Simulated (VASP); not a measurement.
# Li2S (Fm-3m) in VASP: notebook

The runs below take Li2S through single point, with PBE.

Everything below comes from runs of VASP 6.6.1. Logs are shortened: lines on timing, memory, paths and dates and some standing lists are left out, and cuts for length are marked.

### Step 1. The cell of the first run

It takes space group Fm-3m (No. 225, cubic). Conventional cell: a = 5.691 Å, b = 5.691 Å, c = 5.691 Å, α = 90.00°, β = 90.00°, γ = 90.00°. Li (site symmetry -43m) has 4 S at 2.46 Å and 6 Li at 2.85 Å within 3.3 Å. Within 3.3 Å of S (site symmetry m-3m) lie 8 Li at 2.46 Å.

### Step 2. Single point, PBE

File INCAR:

```
PREC = Accurate ; ENCUT = 750
EDIFF = 1E-6 ; ISMEAR = 1
SIGMA = 0.2 ; LREAL = False
LASPH = True ; NELM = 120
ALGO = Normal ; ISIF = 2
LWAVE = False ; LCHARG = False
GGA = PE ; NBANDS = 13
GGA_COMPAT = False
```

File KPOINTS:

```
regular mesh
0
Gamma
  6 6 6
```

File POSCAR:

```
Li2S
1.0
    0.0000000000      2.8452943747      2.8452943747
    2.8452943747      0.0000000000      2.8452943747
    2.8452943747      2.8452943747      0.0000000000
Li S
2 1
Direct
    0.2500000000      0.2500000000      0.2500000000
    0.7500000000      0.7500000000      0.7500000000
    0.0000000000      0.0000000000      0.0000000000
```

Potentials or basis: VASP PAW PBE potentials, release 64 (Li_sv, S).

The run is started by

```
> cat potpaw_PBE.64/Li_sv/POTCAR potpaw_PBE.64/S/POTCAR > POTCAR
> mpirun -np 1 vasp_std > vasp.out
```

OUTCAR:

```text
PREC = Accurate
   ENCUT = 750
   EDIFF = 1E-6
   ISMEAR = 1
   LREAL = False
   LASPH = True
   NELM = 120
   ISIF = 2
   GGA = PE

 ion  position               nearest neighbor table
   1  0.250  0.250  0.250-   3 2.46   3 2.46   3 2.46   3 2.46
   2  0.750  0.750  0.750-   3 2.46   3 2.46   3 2.46   3 2.46
   3  0.000  0.000  0.000-   2 2.46   2 2.46   2 2.46   1 2.46   2 2.46   1 2.46   1 2.46   1 2.46

  LATTYP: Found a face centered cubic cell.
 ALAT       =     5.6905887494

  Lattice vectors:

 A1 = (   0.0000000000,   2.8452943747,   2.8452943747)
 A2 = (   2.8452943747,   0.0000000000,   2.8452943747)
 A3 = (   2.8452943747,   2.8452943747,   0.0000000000)

Analysis of symmetry for initial positions (statically):
=====================================================================
 Subroutine PRICEL returns:
 Original cell was already a primitive cell.

 Routine SETGRP: Setting up the symmetry group for a
 face centered cubic supercell.

 Subroutine GETGRP returns: Found 48 space group operations
 (whereof 48 operations were pure point group operations)
 out of a pool of 48 trial point group operations.

The static configuration has the point symmetry O_h .

Analysis of symmetry for dynamics (positions and initial velocities):
=====================================================================
 Subroutine PRICEL returns:
 Original cell was already a primitive cell.

 Routine SETGRP: Setting up the symmetry group for a
 face centered cubic supercell.

 Subroutine GETGRP returns: Found 48 space group operations
 (whereof 48 operations were pure point group operations)
 out of a pool of 48 trial point group operations.

The dynamic configuration has the point symmetry O_h .

 Subroutine INISYM returns: Found 48 space group operations
 (whereof 48 operations are pure point group operations),
 and found     1 'primitive' translations

----------------------------------------------------------------------------------------

                                     Primitive cell

  volume of cell :      46.0693

  direct lattice vectors                    reciprocal lattice vectors
     0.000000000  2.845294375  2.845294375    -0.175728742  0.175728742  0.175728742
     2.845294375  0.000000000  2.845294375     0.175728742 -0.175728742  0.175728742
     2.845294375  2.845294375  0.000000000     0.175728742  0.175728742 -0.175728742

  length of vectors
     4.023853894  4.023853894  4.023853894     0.304371109  0.304371109  0.304371109

  position of ions in fractional coordinates (direct lattice)
     0.250000000  0.250000000  0.250000000
     0.750000000  0.750000000  0.750000000
     0.000000000  0.000000000  0.000000000

  ion indices of the primitive-cell ions
   primitive index   ion index
                 1           1
                 2           2
                 3           3

----------------------------------------------------------------------------------------

 KPOINTS: regular mesh

Automatic generation of k-mesh.
 Grid dimensions read from file:
 generate k-points for:    6    6    6

 Generating k-lattice:

  Cartesian coordinates                     Fractional coordinates (reciprocal lattice)
    -0.029288124  0.029288124  0.029288124     0.166666667  0.000000000  0.000000000
     0.029288124 -0.029288124  0.029288124     0.000000000  0.166666667  0.000000000
     0.029288124  0.029288124 -0.029288124     0.000000000  0.000000000  0.166666667

  Length of vectors
     0.050728518  0.050728518  0.050728518

  Shift w.r.t. Gamma in fractional coordinates (k-lattice)
     0.000000000  0.000000000  0.000000000

 Subroutine IBZKPT returns following result:
 ===========================================

 Found     16 irreducible k-points:

 Following reciprocal coordinates:
            Coordinates               Weight
  0.000000  0.000000  0.000000      1.000000
  0.166667  0.000000  0.000000      8.000000
  0.333333  0.000000  0.000000      8.000000
  0.500000  0.000000  0.000000      4.000000
  0.166667  0.166667  0.000000      6.000000
  0.333333  0.166667  0.000000     24.000000
[... 8 lines left out ...]
 -0.333333  0.333333  0.166667     24.000000
 -0.333333  0.500000  0.166667     12.000000
   k-points           NKPTS =     16   k-points in BZ     NKDIM =     16   number of bands    NBANDS=     13
   number of dos      NEDOS =    301   number of ions     NIONS =      3
   total plane-waves  NPLWV =  46656
   dimension x,y,z NGX =    36 NGY =   36 NGZ =   36
   dimension x,y,z NGXF=    72 NGYF=   72 NGZF=   72
   ions per type =               2   1
   NGX,Y,Z   is equivalent  to a cutoff of  14.87, 14.87, 14.87 a.u.
   NGXF,Y,Z  is equivalent  to a cutoff of  29.75, 29.75, 29.75 a.u.
 SYSTEM =  unknown system
   PREC   = accura    normal or accurate (medium, high low for compatibility)
   ISTART =      0    job   : 0-new  1-cont  2-samecut
   ICHARG =      2    charge: 1-file 2-atom 10-const
   ISPIN  =      1    spin polarized calculation?
   LNONCOLLINEAR =      F non collinear calculations
   LSORBIT =      F    spin-orbit coupling
   LASPH  =      T    aspherical Exc in radial PAW
   ENCUT  =  750.0 eV  55.12 Ry    7.42 a.u.   8.99  8.99  8.99*2*pi/ulx,y,z
   NELM   =    120;   NELMIN=  2; NELMDL= -5     # of ELM steps
   EDIFF  = 0.1E-05   stopping-criterion for ELM
   LREAL  =      F    real-space projection
   EDIFFG = 0.1E-04   stopping-criterion for IOM
   NSW    =      0    number of steps for IOM
   IBRION =     -1    ionic relax: 0-MD 1-quasi-New 2-CG
   NFREE  =      0    steps in history (QN), initial steepest desc. (CG)
   ISIF   =      2    stress and relaxation
   ISYM   =      2    0-nonsym 1-usesym 2-fastsym
   POTIM  = 0.5000    time-step for ionic-motion
   TEBEG  =    0.0;   TEEND  =   0.0 temperature during run
   PSTRESS=    0.0 pullay stress
   NELECT =      12.0000    total number of electrons
   NUPDOWN=      -1.0000    fix difference up-down
   EMIN   =  10.00;   EMAX   =-10.00  energy-range for DOS
   EFERMI =   0.00;   METHOD = LEGACY
   ISMEAR =     1;   SIGMA  =   0.20  broadening in eV -4-tet -1-fermi 0-gaus
   EFERMI_NEDOS =   21; number of points for ismear=-14 and -15
   IALGO  =     38    algorithm
   IMIX   =      4    mixing-type and parameters
     AMIX     =   0.40;   BMIX     =  1.00
     AMIX_MAG =   1.60;   BMIX_MAG =  1.00
  volume/ion in A,a.u.               =      15.36       103.63
  Fermi-wavevector in a.u.,A,eV,Ry     =   1.045518  1.975742 14.872626  1.093107
  Thomas-Fermi vector in A             =   2.180317
   LORBIT       =      0    0 simple, 1 ext, 2 COOP (PROOUT), +10 PAW based schemes
   GGA     = PE    functional components
   LHFCALC =     F    Hartree Fock is set to
   AEXX    =    0.0000 exact exchange contribution
   IVDW    =     0    specifies the selected vdW correction
   LEPSILON=     F    determine dielectric tensor
   LRPA    =     F    only Hartree local field effects (RPA)
 non-spin polarized calculation
 Methfessel and Paxton  Order N= 1 SIGMA  =   0.20
  energy-cutoff  :      750.00
  volume of cell :       46.07
 maximum number of plane-waves:      2174
   NGX = 17   NGY = 17   NGZ = 17

 number of electron      11.9999998 magnetization

 Free energy of the ion-electron system (eV)
  ---------------------------------------------------
  ext. energy  EPLUGINS =         0.00000000
  ---------------------------------------------------
  free energy    TOTEN  =       -11.99355696 eV

  energy without entropy =      -11.99615395  energy(sigma->0) =      -11.99442263

 E-fermi :   1.5373     XC(G=0):  -8.5223

 val. band max:        1.4864749037   @ k =   0.0000   0.0000   0.0000
 cond. band min:       4.8743810464   @ k =   0.5000   0.5000   0.0000
 fundamental gap:      3.3879061427
 Fermi energy:         1.5373463181

 k-point     1 :       0.0000    0.0000    0.0000
  band No.  band energies     occupation
      1     -42.6768      2.00000
      2     -42.6336      2.00000
      3      -9.5487      2.00000
      4       1.4865      1.41546
      5       1.4865      1.41546
      6       1.4865      1.41546
      7       5.7762      0.00000
      8       7.7189      0.00000
      9       7.7189      0.00000
     10       7.7189      0.00000
     11      12.6766      0.00000
     12      12.6766      0.00000
     13      13.9348      0.00000

 k-point     2 :       0.1667    0.0000    0.0000
  band No.  band energies     occupation
      1     -42.6737      2.00000
      2     -42.6363      2.00000
      3      -9.4501      2.00000
      4       0.5308      2.00000
      5       1.3392      2.04826
      6       1.3392      2.04826
      7       6.4381      0.00000
      8       8.0935      0.00000
      9       8.0935      0.00000
     10       8.3264      0.00000
     11      11.4458      0.00000
     12      11.4458      0.00000
     13      14.1956      0.00000

 k-point     3 :       0.3333    0.0000    0.0000
  band No.  band energies     occupation
      1     -42.6654      2.00000
      2     -42.6438      2.00000
      3      -9.2330      2.00000
      4      -0.8356      2.00000
      5       1.0869      2.00652
      6       1.0869      2.00652
      7       7.2460      0.00000
      8       8.2443      0.00000
      9       8.2443      0.00000
     10       9.4528      0.00000
     11      11.9265      0.00000
     12      11.9265      0.00000
     13      14.8969      0.00000

 k-point     4 :       0.5000    0.0000    0.0000
  band No.  band energies     occupation
      1     -42.6545      2.00000
      2     -42.6544      2.00000
      3      -9.1122      2.00000
      4      -1.4006      2.00000
      5       0.9767      2.00054
      6       0.9767      2.00054
      7       7.6082      0.00000
      8       8.0649      0.00000
      9       8.0649      0.00000
     10       9.9205      0.00000
     11      14.3162      0.00000
     12      14.3162      0.00000
     13      14.5441      0.00000

 k-point     5 :       0.1667    0.1667    0.0000
  band No.  band energies     occupation
      1     -42.6730      2.00000
      2     -42.6370      2.00000
      3      -9.4182      2.00000
      4       0.7130      2.00000
      5       1.0431      2.00263
      6       1.0431      2.00263
      7       6.5098      0.00000
      8       7.9252      0.00000
      9       8.5736      0.00000
     10       8.5736      0.00000
     11      10.3143      0.00000
     12      13.1222      0.00000
     13      14.8930      0.00000
[... 129 lines left out ...]
 k-point    14 :       0.5000    0.3333    0.1667
  band No.  band energies     occupation
      1     -42.6615      2.00000
      2     -42.6471      2.00000
      3      -9.0903      2.00000
      4      -0.6972      2.00000
      5       0.0966      2.00000
      6       0.5759      2.00000
      7       6.8266      0.00000
      8       8.6462      0.00000
      9       9.2018      0.00000
     10      10.7979      0.00000
     11      11.3597      0.00000
     12      13.8988      0.00000
     13      15.5221      0.00000

 k-point    15 :      -0.3333    0.3333    0.1667
  band No.  band energies     occupation
      1     -42.6542      2.00000
      2     -42.6542      2.00000
      3      -9.0096      2.00000
      4      -0.8804      2.00000
      5      -0.0678      2.00000
      6       0.3068      2.00000
      7       7.1407      0.00000
      8       8.4044      0.00000
      9      10.4919      0.00000
     10      10.9815      0.00000
     11      11.2610      0.00000
     12      13.2498      0.00000
     13      14.8298      0.00000

 k-point    16 :      -0.3333    0.5000    0.1667
  band No.  band energies     occupation
      1     -42.6577      2.00000
      2     -42.6506      2.00000
      3      -8.9767      2.00000
      4      -0.5234      2.00000
      5      -0.2023      2.00000
      6      -0.1529      2.00000
      7       6.1682      0.00000
      8       9.4308      0.00000
      9       9.8605      0.00000
     10      11.5703      0.00000
     11      12.9957      0.00000
     12      13.9198      0.00000
     13      14.1068      0.00000

------------------------ aborting loop because EDIFF is reached ----------------------------------------

  FORCE on cell =-STRESS in cart. coord.  units (eV):
  Direction    XX          YY          ZZ          XY          YZ          ZX
  --------------------------------------------------------------------------------------
  -------------------------------------------------------------------------------------
  Total        0.0558599      0.0558599      0.0558599     -0.0000000     -0.0000000      0.0000000
  in kB        1.9426699      1.9426699      1.9426699     -0.0000000     -0.0000000      0.0000000
  external PRESSURE =       1.9426699 kB  Pullay stress =       0.0000000 kB

 VOLUME and BASIS-vectors are now :
 -----------------------------------------------------------------------------
  energy-cutoff  :      750.00
  volume of cell :       46.07
      direct lattice vectors                 reciprocal lattice vectors
     0.000000000  2.845294375  2.845294375    -0.175728742  0.175728742  0.175728742
     2.845294375  0.000000000  2.845294375     0.175728742 -0.175728742  0.175728742
     2.845294375  2.845294375  0.000000000     0.175728742  0.175728742 -0.175728742

 POSITION                                       TOTAL-FORCE (eV/Angst)
 -----------------------------------------------------------------------------------
      1.42265      1.42265      1.42265        -0.000000     -0.000000     -0.000000
      4.26794      4.26794      4.26794         0.000000      0.000000      0.000000
      0.00000      0.00000      0.00000        -0.000000      0.000000      0.000000
 -----------------------------------------------------------------------------------
    total drift:                                0.000000      0.000000      0.000000

  FREE ENERGIE OF THE ION-ELECTRON SYSTEM (eV)
  ---------------------------------------------------
  free  energy   TOTEN  =       -11.9935569621 eV

  energy  without entropy=      -11.9961539512  energy(sigma->0) =      -11.99442263
```

Wall time 34 s (1 thread of Intel Xeon 8259CL, shared host); peak memory 0.19 GiB.

What came out:

```yaml
Free_energy: -11.9936 eV
Pressure: 0.2 GPa
Band_gap_on_the_k_mesh: 3.39 eV (least direct gap 4.29 eV)
```

Levels at points of the mesh, in eV from the valence-band top:
| k point | band 2 | band 3 | band 4 | band 5 | band 6 | band 7 | band 8 | band 9 | band 10 | band 11 |
| --- | --- | --- | --- | --- | --- | --- | --- | --- | --- | --- |
| (0.00, 0.00, 0.00) | -44.12 | -11.04 | 0.00 | 0.00 | 0.00 | 4.29 | 6.23 | 6.23 | 6.23 | 11.19 |
| (0.50, 0.00, 0.00) | -44.14 | -10.60 | -2.89 | -0.51 | -0.51 | 6.12 | 6.58 | 6.58 | 8.43 | 12.83 |
| (0.50, 0.50, 0.00) | -44.13 | -10.47 | -2.17 | -1.43 | -1.43 | 3.39 | 7.09 | 11.12 | 11.12 | 12.14 |

A k mesh can miss the band edges. As with any semilocal functional, this PBE gap is likely too small.

### Step 3. Single point, PBE

File INCAR:

```
  PREC = Accurate
  ENCUT = 750
  EDIFF = 1E-6
  ISMEAR = -1
  SIGMA = 0.2
  LREAL = F
  LASPH = T
  NELM = 120
  ALGO = Normal
  ISIF = 2
  LWAVE = F
  LCHARG = T
  GGA = PE
  LELF = T
  LVHAR = T
  NBANDS = 13
  GGA_COMPAT = F
```

KPOINTS is that of step 2.

POSCAR is that of step 2.

Potentials or basis: VASP PAW PBE potentials, release 64 (Li_sv, S).

The run is started by

```
> cat potpaw_PBE.64/Li_sv/POTCAR potpaw_PBE.64/S/POTCAR > POTCAR
> mpirun -np 1 vasp_std > vasp.out
```

It took 38 s on 1 thread of Intel Xeon 8259CL, shared host; peak memory 0.2 GiB.

Results (log left out):

| Property | Result |
| --- | --- |
| Free energy | -11.9945 eV |
| Pressure | 0.2 GPa |
| Band gap on the k mesh | 3.39 eV (least direct gap 4.29 eV) |

Levels at points of the mesh, in eV from the valence-band top:
| k point | band 4 | band 5 | band 6 | band 7 | band 8 | band 9 |
| --- | --- | --- | --- | --- | --- | --- |
| (0.00, 0.00, 0.00) | 0.00 | 0.00 | 0.00 | 4.29 | 6.23 | 6.23 |
| (0.50, 0.00, 0.00) | -2.89 | -0.51 | -0.51 | 6.12 | 6.58 | 6.58 |
| (0.50, 0.50, 0.00) | -2.17 | -1.43 | -1.43 | 3.39 | 7.09 | 11.12 |
